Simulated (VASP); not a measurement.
# BaTiO3 (P4mm) in VASP: electric field gradients with PBE

Aim: the electric field gradients of BaTiO3 with PBE.

All numbers are computed with VASP 6.6.1; they aren't measurements. Logs are shortened: lines on timing, memory, paths and dates and some standing lists are left out, and cuts for length are marked.

### 1 The cell of the first run

It takes space group P4mm (No. 99, tetragonal). The conventional cell has a = 4.078 Å, b = 4.078 Å, c = 4.097 Å, α = 90.00°, β = 90.00°, γ = 90.00°. Within 3.8 Å of Ba (site symmetry 4mm) lie 12 O at 2.85 to 2.93 Å and 8 Ti at 3.50 to 3.58 Å. Ti (site symmetry 4mm) has 6 O at 1.91 to 2.19 Å within 2.5 Å. O (site symmetry 4mm) has 2 Ti at 1.91 to 2.19 Å within 2.5 Å. Within 2.7 Å of O (site symmetry 2mm) lie 2 Ti at 2.04 Å.

### 2 Electric field gradients, PBE (13.63 Å³/atom)

INCAR

```
SYSTEM = BaTiO3
PREC = Accurate
ENCUT = 1000
EDIFF = 1E-8
ISMEAR = -1
SIGMA = 0.08
LREAL = .False.
LASPH = .True.
NELM = 120
ALGO = Normal
ISIF = 2
LWAVE = .False.
LCHARG = .False.
GGA = PE
LEFG = .True.
NBANDS = 28
GGA_COMPAT = .False.
```

KPOINTS

```
regular mesh
0
Gamma
  7 7 7
  0 0 0
```

POSCAR

```
BaTiO3
1.0
    4.0782473671      0.0000000000      0.0000000000
    0.0000000000      4.0782473671      0.0000000000
    0.0000000000      0.0000000000      4.0968043205
Ba Ti O
1 1 3
Direct
    0.0000000000      0.0000000000      0.0000000000
    0.5000000000      0.5000000000      0.4820000000
    0.5000000000      0.5000000000      0.0160000000
    0.5000000000      0.0000000000      0.5150000000
    0.0000000000      0.5000000000      0.5150000000
```

Potentials or basis: VASP PAW PBE potentials, release 64 (Ba_sv, Ti_sv, O_h).

On the command line:

```
$ cat potpaw_PBE.64/Ba_sv/POTCAR potpaw_PBE.64/Ti_sv/POTCAR potpaw_PBE.64/O_h/POTCAR > POTCAR
$ mpirun -np 1 vasp_std > vasp.out
```

OUTCAR:

```text
SYSTEM = BaTiO3
   PREC = Accurate
   ENCUT = 1000
   EDIFF = 1E-8
   ISMEAR = -1
   LREAL = .False.
   LASPH = .True.
   NELM = 120
   ISIF = 2
   GGA = PE

 ion  position               nearest neighbor table
   1  0.000  0.000  0.000-   4 2.85   5 2.85   5 2.85   4 2.85   3 2.88   3 2.88   3 2.88   3 2.88
                             4 2.93   5 2.93   5 2.93   4 2.93   2 3.50   2 3.50   2 3.50   2 3.50
   2  0.500  0.500  0.482-   3 1.91   4 2.04   5 2.04   4 2.04   5 2.04   3 2.19   1 3.50   1 3.50
                             1 3.50   1 3.50   1 3.58   1 3.58   1 3.58   1 3.58
   3  0.500  0.500  0.016-   2 1.91   2 2.19   1 2.88   1 2.88   1 2.88   1 2.88
   4  0.500  0.000  0.515-   2 2.04   2 2.04   1 2.85   1 2.85   1 2.93   1 2.93
   5  0.000  0.500  0.515-   2 2.04   2 2.04   1 2.85   1 2.85   1 2.93   1 2.93

  LATTYP: Found a simple tetragonal cell.
 ALAT       =     4.0782473671
 C/A-ratio  =     1.0045502275

  Lattice vectors:

 A1 = (   4.0782473671,   0.0000000000,   0.0000000000)
 A2 = (   0.0000000000,   4.0782473671,   0.0000000000)
 A3 = (   0.0000000000,   0.0000000000,   4.0968043205)

Analysis of symmetry for initial positions (statically):
=====================================================================
 Subroutine PRICEL returns:
 Original cell was already a primitive cell.

 Routine SETGRP: Setting up the symmetry group for a
 simple tetragonal supercell.

 Subroutine GETGRP returns: Found  8 space group operations
 (whereof  8 operations were pure point group operations)
 out of a pool of 16 trial point group operations.

The static configuration has the point symmetry C_4v.

Analysis of symmetry for dynamics (positions and initial velocities):
=====================================================================
 Subroutine PRICEL returns:
 Original cell was already a primitive cell.

 Routine SETGRP: Setting up the symmetry group for a
 simple tetragonal supercell.

 Subroutine GETGRP returns: Found  8 space group operations
 (whereof  8 operations were pure point group operations)
 out of a pool of 16 trial point group operations.

The dynamic configuration has the point symmetry C_4v.

 Subroutine INISYM returns: Found  8 space group operations
 (whereof  8 operations are pure point group operations),
 and found     1 'primitive' translations

----------------------------------------------------------------------------------------

                                     Primitive cell

  volume of cell :      68.1385

  direct lattice vectors                    reciprocal lattice vectors
     4.078247367  0.000000000  0.000000000     0.245203370  0.000000000  0.000000000
     0.000000000  4.078247367  0.000000000     0.000000000  0.245203370  0.000000000
     0.000000000  0.000000000  4.096804321     0.000000000  0.000000000  0.244092693

  length of vectors
     4.078247367  4.078247367  4.096804321     0.245203370  0.245203370  0.244092693

  position of ions in fractional coordinates (direct lattice)
     0.000000000  0.000000000  0.000000000
     0.500000000  0.500000000  0.482000000
     0.500000000  0.500000000  0.016000000
     0.500000000  0.000000000  0.515000000
     0.000000000  0.500000000  0.515000000

  ion indices of the primitive-cell ions
   primitive index   ion index
                 1           1
                 2           2
                 3           3
                 4           4
                 5           5

----------------------------------------------------------------------------------------

 KPOINTS: regular mesh

Automatic generation of k-mesh.
 Grid dimensions read from file:
 generate k-points for:    7    7    7

 Generating k-lattice:

  Cartesian coordinates                     Fractional coordinates (reciprocal lattice)
     0.035029053  0.000000000  0.000000000     0.142857143  0.000000000  0.000000000
     0.000000000  0.035029053  0.000000000     0.000000000  0.142857143  0.000000000
     0.000000000  0.000000000  0.034870385     0.000000000  0.000000000  0.142857143

  Length of vectors
     0.035029053  0.035029053  0.034870385

  Shift w.r.t. Gamma in fractional coordinates (k-lattice)
     0.000000000  0.000000000  0.000000000

 Subroutine IBZKPT returns following result:
 ===========================================

 Found     40 irreducible k-points:

 Following reciprocal coordinates:
            Coordinates               Weight
  0.000000  0.000000  0.000000      1.000000
  0.142857  0.000000  0.000000      4.000000
  0.285714  0.000000  0.000000      4.000000
  0.428571  0.000000  0.000000      4.000000
  0.142857  0.142857  0.000000      4.000000
  0.285714  0.142857  0.000000      8.000000
[... 16 lines left out ...]
  0.285714  0.000000  0.285714      8.000000
  0.428571  0.000000  0.285714      8.000000
 [... further k-points ...]
   k-points           NKPTS =     40   k-points in BZ     NKDIM =     40   number of bands    NBANDS=     28
   number of dos      NEDOS =    301   number of ions     NIONS =      5
   total plane-waves  NPLWV =  74088
   dimension x,y,z NGX =    42 NGY =   42 NGZ =   42
   dimension x,y,z NGXF=    84 NGYF=   84 NGZF=   84
   ions per type =               1   1   3
   NGX,Y,Z   is equivalent  to a cutoff of  17.12, 17.12, 17.04 a.u.
   NGXF,Y,Z  is equivalent  to a cutoff of  34.24, 34.24, 34.09 a.u.
 SYSTEM =  BaTiO3
   PREC   = accura    normal or accurate (medium, high low for compatibility)
   ISTART =      0    job   : 0-new  1-cont  2-samecut
   ICHARG =      2    charge: 1-file 2-atom 10-const
   ISPIN  =      1    spin polarized calculation?
   LNONCOLLINEAR =      F non collinear calculations
   LSORBIT =      F    spin-orbit coupling
   LASPH  =      T    aspherical Exc in radial PAW
   ENCUT  = 1000.0 eV  73.50 Ry    8.57 a.u.  10.52 10.52 10.56*2*pi/ulx,y,z
   NELM   =    120;   NELMIN=  2; NELMDL= -5     # of ELM steps
   EDIFF  = 0.1E-07   stopping-criterion for ELM
   LREAL  =      F    real-space projection
   EDIFFG = 0.1E-06   stopping-criterion for IOM
   NSW    =      0    number of steps for IOM
   IBRION =     -1    ionic relax: 0-MD 1-quasi-New 2-CG
   NFREE  =      0    steps in history (QN), initial steepest desc. (CG)
   ISIF   =      2    stress and relaxation
   ISYM   =      2    0-nonsym 1-usesym 2-fastsym
   POTIM  = 0.5000    time-step for ionic-motion
   TEBEG  =    0.0;   TEEND  =   0.0 temperature during run
   PSTRESS=    0.0 pullay stress
   NELECT =      40.0000    total number of electrons
   NUPDOWN=      -1.0000    fix difference up-down
   EMIN   =  10.00;   EMAX   =-10.00  energy-range for DOS
   EFERMI =   0.00;   METHOD = LEGACY
   ISMEAR =    -1;   SIGMA  =   0.08  broadening in eV -4-tet -1-fermi 0-gaus
   EFERMI_NEDOS =   21; number of points for ismear=-14 and -15
   IALGO  =     38    algorithm
   IMIX   =      4    mixing-type and parameters
     AMIX     =   0.40;   BMIX     =  1.00
     AMIX_MAG =   1.60;   BMIX_MAG =  1.00
  volume/ion in A,a.u.               =      13.63        91.96
  Fermi-wavevector in a.u.,A,eV,Ry     =   1.370768  2.590376 25.565424  1.879006
  Thomas-Fermi vector in A             =   2.496525
   LORBIT       =      0    0 simple, 1 ext, 2 COOP (PROOUT), +10 PAW based schemes
   GGA     = PE    functional components
   LHFCALC =     F    Hartree Fock is set to
   AEXX    =    0.0000 exact exchange contribution
   IVDW    =     0    specifies the selected vdW correction
   LEPSILON=     F    determine dielectric tensor
   LRPA    =     F    only Hartree local field effects (RPA)
 non-spin polarized calculation
  energy-cutoff  :     1000.00
  volume of cell :       68.14
 maximum number of plane-waves:      4945
 NGX is ok and might be reduce to    42
   NGX = 21   NGY = 21   NGZ = 21

 number of electron      40.0000000 magnetization

 Free energy of the ion-electron system (eV)
  ---------------------------------------------------
  ext. energy  EPLUGINS =         0.00000000
  ---------------------------------------------------
  free energy    TOTEN  =       -40.00133050 eV

  energy without entropy =      -40.00132791  energy(sigma->0) =      -40.00132921

 E-fermi :   4.6310     XC(G=0): -10.9403

 val. band max:        3.6688384734   @ k =   0.4286   0.4286   0.4286
 cond. band min:       5.4212563409   @ k =   0.0000   0.0000   0.0000
 fundamental gap:      1.7524178675
 Fermi energy:         4.6309546498

 k-point     1 :       0.0000    0.0000    0.0000
  band No.  band energies     occupation
      1     -53.0652      2.00000
      2     -29.2819      2.00000
      3     -29.2488      2.00000
      4     -29.2488      2.00000
      5     -21.2639      2.00000
      6     -13.0385      2.00000
[... 20 lines left out ...]
     27       8.7223      0.00000
     28      10.4307      0.00000

 k-point     2 :       0.1429    0.0000    0.0000
  band No.  band energies     occupation
      1     -53.0651      2.00000
      2     -29.2817      2.00000
      3     -29.2561      2.00000
      4     -29.2485      2.00000
      5     -21.2479      2.00000
      6     -13.0461      2.00000
[... 20 lines left out ...]
     27       9.0752      0.00000
     28      10.8990      0.00000

 k-point     3 :       0.2857    0.0000    0.0000
  band No.  band energies     occupation
      1     -53.0648      2.00000
      2     -29.2811      2.00000
      3     -29.2724      2.00000
      4     -29.2479      2.00000
      5     -21.2115      2.00000
      6     -13.1045      2.00000
[... 616 lines left out ...]
      3     -29.2713      2.00000
      4     -29.2471      2.00000
      5     -21.1710      2.00000
      6     -12.9163      2.00000
[... 20 lines left out ...]
     27      11.2584      0.00000
     28      11.8602      0.00000

 k-point    24 :       0.4286    0.0000    0.2857
  band No.  band energies     occupation
      1     -53.0642      2.00000
      2     -29.3029      2.00000
      3     -29.2842      2.00000
      4     -29.2466      2.00000
      5     -21.1471      2.00000
      6     -12.8931      2.00000
[... 20 lines left out ...]
     27      11.7611      0.00000
     28      12.2302      0.00000

 [... further k-points ...]

------------------------ aborting loop because EDIFF is reached ----------------------------------------

  FORCE on cell =-STRESS in cart. coord.  units (eV):
  Direction    XX          YY          ZZ          XY          YZ          ZX
  --------------------------------------------------------------------------------------
  -------------------------------------------------------------------------------------
  Total       -2.1463827     -2.1463827     -1.6615336      0.0000000     -0.0000000      0.0000000
  in kB      -50.4690816    -50.4690816    -39.0685559      0.0000000     -0.0000000      0.0000000
  external PRESSURE =     -46.6689064 kB  Pullay stress =       0.0000000 kB

 VOLUME and BASIS-vectors are now :
 -----------------------------------------------------------------------------
  energy-cutoff  :     1000.00
  volume of cell :       68.14
      direct lattice vectors                 reciprocal lattice vectors
     4.078247367  0.000000000  0.000000000     0.245203370  0.000000000  0.000000000
     0.000000000  4.078247367  0.000000000     0.000000000  0.245203370  0.000000000
     0.000000000  0.000000000  4.096804321     0.000000000  0.000000000  0.244092693

 POSITION                                       TOTAL-FORCE (eV/Angst)
 -----------------------------------------------------------------------------------
      0.00000      0.00000      0.00000         0.000000     -0.000000     -0.098376
      2.03912      2.03912      1.97466         0.000000      0.000000     -0.256739
      2.03912      2.03912      0.06555         0.000000      0.000000      0.717456
      2.03912      0.00000      2.10985         0.000000     -0.000000     -0.181171
      0.00000      2.03912      2.10985        -0.000000     -0.000000     -0.181171
 -----------------------------------------------------------------------------------
    total drift:                                0.000000     -0.000000     -0.003047

  FREE ENERGIE OF THE ION-ELECTRON SYSTEM (eV)
  ---------------------------------------------------
  free  energy   TOTEN  =       -40.0013304957 eV

  energy  without entropy=      -40.0013279145  energy(sigma->0) =      -40.00132921

 Electric field gradients (V/A^2)
---------------------------------------------------------------------
 ion       V_xx      V_yy      V_zz      V_xy      V_xz      V_yz
---------------------------------------------------------------------
   1       2.198     2.198    -4.397     0.000     0.000     0.000
   2       0.956     0.956    -1.913     0.000    -0.000    -0.000
   3     -10.628   -10.628    21.256     0.000     0.000     0.000
   4     -15.665    32.190   -16.526     0.000     0.000     0.000
   5      32.190   -15.665   -16.526    -0.000    -0.000     0.000
---------------------------------------------------------------------

 Electric field gradients after diagonalization (V/A^2)
 (convention: |V_zz| > |V_xx| > |V_yy|)
----------------------------------------------------------------------
 ion       V_xx      V_yy      V_zz     asymmetry (V_yy - V_xx)/ V_zz
----------------------------------------------------------------------
   1       2.198     2.198    -4.397       0.000
   2       0.956     0.956    -1.913       0.000
   3     -10.628   -10.628    21.256       0.000
   4     -16.526   -15.665    32.190       0.027
   5     -16.526   -15.665    32.190       0.027
----------------------------------------------------------------------

           NMR quadrupolar parameters

 Cq : quadrupolar parameter    Cq=e*Q*V_zz/h
 eta: asymmetry parameters     (V_yy - V_xx)/ V_zz
 Q  : nuclear electric quadrupole moment in mb (millibarn)
----------------------------------------------------------------------
 ion       Cq(MHz)       eta       Q (mb)
----------------------------------------------------------------------
   1      -0.011       0.000       1.000
   2      -0.005       0.000       1.000
   3       0.051       0.000       1.000
   4       0.078       0.027       1.000
   5       0.078       0.027       1.000
----------------------------------------------------------------------
```

It took 3.7 min on 1 thread of Intel Xeon Platinum 8259CL at 2.50GHz (Skylake/Cascade Lake), shared host; peak memory 0.4 GiB.

What came out:

* Free energy: -40.0013 eV
* Pressure: -4.7 GPa
* Largest force: 0.717 eV/Å
* Band gap on the k mesh: 1.75 eV (least direct gap 2.02 eV)
* Largest electric field gradient by atom: Ba -4.4; Ti -1.9; O +21.3, +32.2 (each value once) V/Å²

Forces on the atoms (eV/Å):
```
Ba   0.000  0.000 -0.098
Ti   0.000  0.000 -0.257
O    0.000  0.000  0.717
O    0.000  0.000 -0.181
O    0.000  0.000 -0.181
```

Electric field gradients, principal values (V/Å²):
```csv
atom,least,middle,greatest (by size)
1 Ba,2.198,2.198,-4.397
2 Ti,0.956,0.956,-1.913
3 O,-10.628,-10.628,21.256
4 O,-15.665,-16.526,32.190
5 O,-15.665,-16.526,32.190
```

Caveat: the cell stands under tension; without QUAD_EFG the Cq values of the log hold for a quadrupole moment of 1 mb, not for the nuclei; spin-orbit coupling is left out, which moves the levels of the heavy elements. A k mesh can miss the band edges.
